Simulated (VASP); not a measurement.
# PbSe (Fm-3m) in VASP: relaxation of cell and atoms with PBEsol

Aim: the relaxation of cell and atoms of PbSe with PBEsol.

Program: VASP 6.6.1. These are calculated values, not measurements. Logs are shortened: lines on timing, memory, paths and dates and some standing lists are left out, and cuts for length are marked.

## (1) The cell of the first run

It takes space group Fm-3m (No. 225, cubic). The conventional cell has a = 6.103 Å, b = 6.103 Å, c = 6.103 Å, α = 90.00°, β = 90.00°, γ = 90.00°. Within 4.0 Å of Pb (site symmetry m-3m) lie 6 Se at 3.05 Å. Se (site symmetry m-3m) has 6 Pb at 3.05 Å within 4.0 Å.

## (2) Relaxation of cell and atoms, PBEsol

The input, INCAR:

```
SYSTEM = PbSe
PREC     = Accurate       ! precision mode
ENCUT    = 600            ! plane-wave cutoff, eV
EDIFF    = 1E-6           ! SCF threshold, eV
ISMEAR   = 0              ! smearing method
SIGMA    = 0.01           ! smearing width, eV
LREAL    = .FALSE.        ! projectors in reciprocal space
LASPH    = .TRUE.         ! aspherical terms in the spheres
NELM     = 100            ! most SCF steps
ALGO     = Normal         ! electronic algorithm
ISIF     = 3              ! what is computed and relaxed
LWAVE    = .FALSE.        ! write WAVECAR
LCHARG   = .FALSE.        ! write CHGCAR
GGA      = PS             ! functional
IBRION   = 2              ! ionic algorithm
NSW      = 80             ! ionic steps
EDIFFG   = -0.015         ! ionic threshold
```

The input, KPOINTS:

```
Automatic mesh
0
G
  6 6 6
  0 0 0
```

The input, POSCAR:

```
PbSe
1.0
    6.1030481778      0.0000000000      0.0000000000
    0.0000000000     -6.1030481778      0.0000000000
    0.0000000000      0.0000000000     -6.1030481778
Pb Se
4 4
Direct
    0.0000000000      1.0000000000      1.0000000000
    0.5000000000      0.5000000000      1.0000000000
    0.5000000000      1.0000000000      0.5000000000
    0.0000000000      0.5000000000      0.5000000000
    0.5000000000      0.0000000000      0.0000000000
    0.0000000000      0.5000000000      0.0000000000
    0.0000000000      0.0000000000      0.5000000000
    0.5000000000      0.5000000000      0.5000000000
```

Potentials or basis: VASP PAW PBE potentials, release 64 (Pb_d, Se).

Launch:

```bash
$ cat potpaw_PBE.64/Pb_d/POTCAR potpaw_PBE.64/Se/POTCAR > POTCAR
$ mpirun -np 1 vasp_std > vasp.out
```

OUTCAR:

```text
SYSTEM = PbSe
   PREC = Accurate
   ENCUT = 600
   EDIFF = 1E-6
   ISMEAR = 0
   LREAL = .FALSE.
   LASPH = .TRUE.
   NELM = 100
   ISIF = 3
   GGA = PS
   IBRION = 2
   NSW = 80
   EDIFFG = -0.015

 ion  position               nearest neighbor table
   1  0.000  0.000  0.000-   5 3.05   6 3.05   7 3.05   7 3.05   6 3.05   5 3.05
   2  0.500  0.500  0.000-   5 3.05   6 3.05   8 3.05   8 3.05   5 3.05   6 3.05
   3  0.500  0.000  0.500-   5 3.05   7 3.05   8 3.05   5 3.05   8 3.05   7 3.05
   4  0.000  0.500  0.500-   6 3.05   7 3.05   8 3.05   6 3.05   7 3.05   8 3.05
   5  0.500  0.000  0.000-   1 3.05   2 3.05   3 3.05   3 3.05   2 3.05   1 3.05
   6  0.000  0.500  0.000-   1 3.05   2 3.05   4 3.05   4 3.05   1 3.05   2 3.05
   7  0.000  0.000  0.500-   1 3.05   3 3.05   4 3.05   1 3.05   4 3.05   3 3.05
   8  0.500  0.500  0.500-   2 3.05   3 3.05   4 3.05   2 3.05   3 3.05   4 3.05

  LATTYP: Found a simple cubic cell.
 ALAT       =     6.1030481778

  Lattice vectors:

 A1 = (   6.1030481778,   0.0000000000,   0.0000000000)
 A2 = (   0.0000000000,  -6.1030481778,   0.0000000000)
 A3 = (   0.0000000000,   0.0000000000,  -6.1030481778)

Analysis of symmetry for initial positions (statically):
=====================================================================
 Subroutine PRICEL returns following result:

  LATTYP: Found a face centered cubic cell.
 ALAT       =     6.1030481778

  Lattice vectors:

 A1 = (   3.0515240889,   3.0515240889,   0.0000000000)
 A2 = (   3.0515240889,   0.0000000000,  -3.0515240889)
 A3 = (   0.0000000000,   3.0515240889,  -3.0515240889)

   4 primitive cells build up your supercell.

 Routine SETGRP: Setting up the symmetry group for a
 simple cubic supercell.

 Subroutine GETGRP returns: Found 48 space group operations
 (whereof 48 operations were pure point group operations)
 out of a pool of 48 trial point group operations.

The static configuration has the point symmetry O_h .

Analysis of symmetry for dynamics (positions and initial velocities):
=====================================================================
 Subroutine PRICEL returns following result:

  LATTYP: Found a face centered cubic cell.
 ALAT       =     6.1030481778

  Lattice vectors:

 A1 = (   3.0515240889,   3.0515240889,   0.0000000000)
 A2 = (   3.0515240889,   0.0000000000,  -3.0515240889)
 A3 = (   0.0000000000,   3.0515240889,  -3.0515240889)

   4 primitive cells build up your supercell.

 Routine SETGRP: Setting up the symmetry group for a
 simple cubic supercell.

 Subroutine GETGRP returns: Found 48 space group operations
 (whereof 48 operations were pure point group operations)
 out of a pool of 48 trial point group operations.

The dynamic configuration has the point symmetry O_h .

 Subroutine INISYM returns: Found 48 space group operations
 (whereof 48 operations are pure point group operations),
 and found     4 'primitive' translations

----------------------------------------------------------------------------------------

                                     Primitive cell

  volume of cell :      56.8304

  direct lattice vectors                    reciprocal lattice vectors
     3.051524089  3.051524089  0.000000000     0.163852549  0.163852549  0.163852549
     3.051524089  0.000000000 -3.051524089     0.163852549 -0.163852549 -0.163852549
     0.000000000  3.051524089 -3.051524089    -0.163852549  0.163852549 -0.163852549

  length of vectors
     4.315506752  4.315506752  4.315506752     0.283800940  0.283800940  0.283800940

  position of ions in fractional coordinates (direct lattice)
     0.000000000  0.000000000  0.000000000
     0.500000000  0.500000000  0.500000000

  ion indices of the primitive-cell ions
   primitive index   ion index
                 1           1
                 2           5

----------------------------------------------------------------------------------------

 KPOINTS: Automatic mesh

Automatic generation of k-mesh.
 Grid dimensions read from file:
 generate k-points for:    6    6    6

 Generating k-lattice:

  Cartesian coordinates                     Fractional coordinates (reciprocal lattice)
     0.027308758  0.000000000  0.000000000     0.166666667  0.000000000  0.000000000
     0.000000000 -0.027308758  0.000000000     0.000000000  0.166666667  0.000000000
     0.000000000  0.000000000 -0.027308758     0.000000000  0.000000000  0.166666667

  Length of vectors
     0.027308758  0.027308758  0.027308758

  Shift w.r.t. Gamma in fractional coordinates (k-lattice)
     0.000000000  0.000000000  0.000000000

 Subroutine IBZKPT returns following result:
 ===========================================

 Found     20 irreducible k-points:

 Following reciprocal coordinates:
            Coordinates               Weight
  0.000000  0.000000  0.000000      1.000000
  0.166667  0.000000  0.000000      6.000000
  0.333333  0.000000  0.000000      6.000000
  0.500000  0.000000  0.000000      3.000000
  0.166667  0.166667  0.000000     12.000000
  0.333333  0.166667  0.000000     24.000000
[... 12 lines left out ...]
  0.500000  0.500000  0.333333      6.000000
  0.500000  0.500000  0.500000      1.000000
   k-points           NKPTS =     20   k-points in BZ     NKDIM =     20   number of bands    NBANDS=     48
   number of dos      NEDOS =    301   number of ions     NIONS =      8
   total plane-waves  NPLWV = 125000
   dimension x,y,z NGX =    50 NGY =   50 NGZ =   50
   dimension x,y,z NGXF=   100 NGYF=  100 NGZF=  100
   ions per type =               4   4
   NGX,Y,Z   is equivalent  to a cutoff of  13.62, 13.62, 13.62 a.u.
   NGXF,Y,Z  is equivalent  to a cutoff of  27.24, 27.24, 27.24 a.u.
 SYSTEM =  PbSe
   PREC   = accura    normal or accurate (medium, high low for compatibility)
   ISTART =      0    job   : 0-new  1-cont  2-samecut
   ICHARG =      2    charge: 1-file 2-atom 10-const
   ISPIN  =      1    spin polarized calculation?
   LNONCOLLINEAR =      F non collinear calculations
   LSORBIT =      F    spin-orbit coupling
   LASPH  =      T    aspherical Exc in radial PAW
   ENCUT  =  600.0 eV  44.10 Ry    6.64 a.u.  12.19 12.19 12.19*2*pi/ulx,y,z
   NELM   =    100;   NELMIN=  2; NELMDL= -5     # of ELM steps
   EDIFF  = 0.1E-05   stopping-criterion for ELM
   LREAL  =      F    real-space projection
   EDIFFG = -.1E-01   stopping-criterion for IOM
   NSW    =     80    number of steps for IOM
   IBRION =      2    ionic relax: 0-MD 1-quasi-New 2-CG
   NFREE  =      1    steps in history (QN), initial steepest desc. (CG)
   ISIF   =      3    stress and relaxation
   ISYM   =      2    0-nonsym 1-usesym 2-fastsym
   POTIM  = 0.5000    time-step for ionic-motion
   TEBEG  =    0.0;   TEEND  =   0.0 temperature during run
   PSTRESS=    0.0 pullay stress
   NELECT =      80.0000    total number of electrons
   NUPDOWN=      -1.0000    fix difference up-down
   EMIN   =  10.00;   EMAX   =-10.00  energy-range for DOS
   EFERMI =   0.00;   METHOD = LEGACY
   ISMEAR =     0;   SIGMA  =   0.01  broadening in eV -4-tet -1-fermi 0-gaus
   EFERMI_NEDOS =   21; number of points for ismear=-14 and -15
   IALGO  =     38    algorithm
   IMIX   =      4    mixing-type and parameters
     AMIX     =   0.40;   BMIX     =  1.00
     AMIX_MAG =   1.60;   BMIX_MAG =  1.00
  volume/ion in A,a.u.               =      28.42       191.76
  Fermi-wavevector in a.u.,A,eV,Ry     =   1.155823  2.184189 18.176390  1.335927
  Thomas-Fermi vector in A             =   2.292448
   LORBIT       =      0    0 simple, 1 ext, 2 COOP (PROOUT), +10 PAW based schemes
   GGA     = PS    functional components
   LHFCALC =     F    Hartree Fock is set to
   AEXX    =    0.0000 exact exchange contribution
   IVDW    =     0    specifies the selected vdW correction
   LEPSILON=     F    determine dielectric tensor
   LRPA    =     F    only Hartree local field effects (RPA)
 conjugate gradient relaxation of ions
 non-spin polarized calculation
 Gauss-broadening in eV      SIGMA  =   0.01
  energy-cutoff  :      600.00
  volume of cell :      227.32
 maximum number of plane-waves:      7660
 NGX is ok and might be reduce to    50
   NGX = 25   NGY = 25   NGZ = 25

 number of electron      79.9999986 magnetization

 Free energy of the ion-electron system (eV)
  ---------------------------------------------------
  ext. energy  EPLUGINS =         0.00000000
  ---------------------------------------------------
  free energy    TOTEN  =       -35.66637102 eV

  energy without entropy =      -35.66637102  energy(sigma->0) =      -35.66637102

 E-fermi :   5.0998     XC(G=0):  -9.7599

 val. band max:        5.0298024616   @ k =   0.5000   0.5000   0.5000
 cond. band min:       5.2018807480   @ k =   0.5000   0.5000   0.5000
 fundamental gap:      0.1720782864
 Fermi energy:         5.0998472674

 k-point     1 :       0.0000    0.0000    0.0000
  band No.  band energies     occupation
      1     -11.8755      2.00000
      2     -11.8755      2.00000
      3     -11.8755      2.00000
      4     -11.7575      2.00000
      5     -11.7575      2.00000
      6     -11.7575      2.00000
[... 40 lines left out ...]
     47      10.6406      0.00000
     48      10.6407      0.00000

 k-point     2 :       0.1667    0.0000    0.0000
  band No.  band energies     occupation
      1     -11.8669      2.00000
      2     -11.8669      2.00000
      3     -11.8624      2.00000
      4     -11.7562      2.00000
      5     -11.7533      2.00000
      6     -11.7533      2.00000
[... 40 lines left out ...]
     47       9.6938      0.00000
     48       9.6938      0.00000

 k-point     3 :       0.3333    0.0000    0.0000
  band No.  band energies     occupation
      1     -11.8476      2.00000
      2     -11.8476      2.00000
      3     -11.8287      2.00000
      4     -11.7578      2.00000
      5     -11.7527      2.00000
      6     -11.7429      2.00000
[... 40 lines left out ...]
     47       9.3047      0.00000
     48       9.5681      0.00000

 k-point     4 :       0.5000    0.0000    0.0000
  band No.  band energies     occupation
      1     -11.8365      2.00000
      2     -11.8365      2.00000
      3     -11.7889      2.00000
      4     -11.7889      2.00000
      5     -11.7478      2.00000
      6     -11.7478      2.00000
[... 754 lines left out ...]
     47       7.4019      0.00000
     48       7.4019      0.00000

 k-point    19 :       0.5000    0.5000    0.3333
  band No.  band energies     occupation
      1     -11.7667      2.00000
      2     -11.7667      2.00000
      3     -11.7667      2.00000
      4     -11.7667      2.00000
      5     -11.7607      2.00000
      6     -11.7607      2.00000
[... 40 lines left out ...]
     47       6.7739      0.00000
     48       6.7739      0.00000

 k-point    20 :       0.5000    0.5000    0.5000
  band No.  band energies     occupation
      1     -11.7630      2.00000
      2     -11.7630      2.00000
      3     -11.7630      2.00000
      4     -11.7630      2.00000
      5     -11.7630      2.00000
      6     -11.7630      2.00000
[... 40 lines left out ...]
     47       6.6537      0.00000
     48       6.6537      0.00000

------------------------ aborting loop because EDIFF is reached ----------------------------------------

  FORCE on cell =-STRESS in cart. coord.  units (eV):
  Direction    XX          YY          ZZ          XY          YZ          ZX
  --------------------------------------------------------------------------------------
  -------------------------------------------------------------------------------------
  Total        0.0462253      0.0462253      0.0462253     -0.0000000      0.0000000     -0.0000000
  in kB        0.3257989      0.3257989      0.3257989     -0.0000000      0.0000000     -0.0000000
  external PRESSURE =       0.3257989 kB  Pullay stress =       0.0000000 kB

 VOLUME and BASIS-vectors are now :
 -----------------------------------------------------------------------------
  energy-cutoff  :      600.00
  volume of cell :      227.32
      direct lattice vectors                 reciprocal lattice vectors
     6.103048178  0.000000000  0.000000000     0.163852549  0.000000000  0.000000000
     0.000000000 -6.103048178  0.000000000     0.000000000 -0.163852549  0.000000000
     0.000000000  0.000000000 -6.103048178     0.000000000  0.000000000 -0.163852549

 POSITION                                       TOTAL-FORCE (eV/Angst)
 -----------------------------------------------------------------------------------
      0.00000      0.00000      0.00000        -0.000000      0.000000     -0.000000
      3.05152     -3.05152      0.00000         0.000000     -0.000000      0.000000
      3.05152      0.00000     -3.05152        -0.000000     -0.000000     -0.000000
      0.00000     -3.05152     -3.05152        -0.000000      0.000000      0.000000
      3.05152      0.00000      0.00000         0.000000     -0.000000     -0.000000
      0.00000     -3.05152      0.00000         0.000000     -0.000000     -0.000000
      0.00000      0.00000     -3.05152         0.000000     -0.000000     -0.000000
      3.05152     -3.05152     -3.05152         0.000000     -0.000000     -0.000000
 -----------------------------------------------------------------------------------
    total drift:                                0.000000     -0.000000     -0.000000

  FREE ENERGIE OF THE ION-ELECTRON SYSTEM (eV)
  ---------------------------------------------------
  free  energy   TOTEN  =       -35.6663710236 eV

  energy  without entropy=      -35.6663710236  energy(sigma->0) =      -35.66637102

 reached required accuracy - stopping structural energy minimisation
```

It took 2.9 min on 1 thread of AMD EPYC 9R45 (Zen 5), shared host; peak memory 0.44 GiB.

What came out:

```yaml
Free_energy: -35.6664 eV
Pressure_after_relaxing: 0.0 GPa
Band_gap_on_the_k_mesh: 0.17 eV
```

Final structure:
```
Pb Se
1.0
     6.10305    0.00000    0.00000
     0.00000   -6.10305    0.00000
     0.00000    0.00000   -6.10305
Pb Se
4 4
Direct
  0.00000 0.00000 0.00000
  0.50000 0.50000 0.00000
  0.50000 0.00000 0.50000
  0.00000 0.50000 0.50000
  0.50000 0.00000 0.00000
  0.00000 0.50000 0.00000
  0.00000 0.00000 0.50000
  0.50000 0.50000 0.50000
```

Caveat: the relaxation stopped at its first step, so nothing moved; the PAW data sets were made with another functional, which shifts forces and pressure a little; spin-orbit coupling is left out, which moves the levels of the heavy elements. A k mesh can miss the band edges.
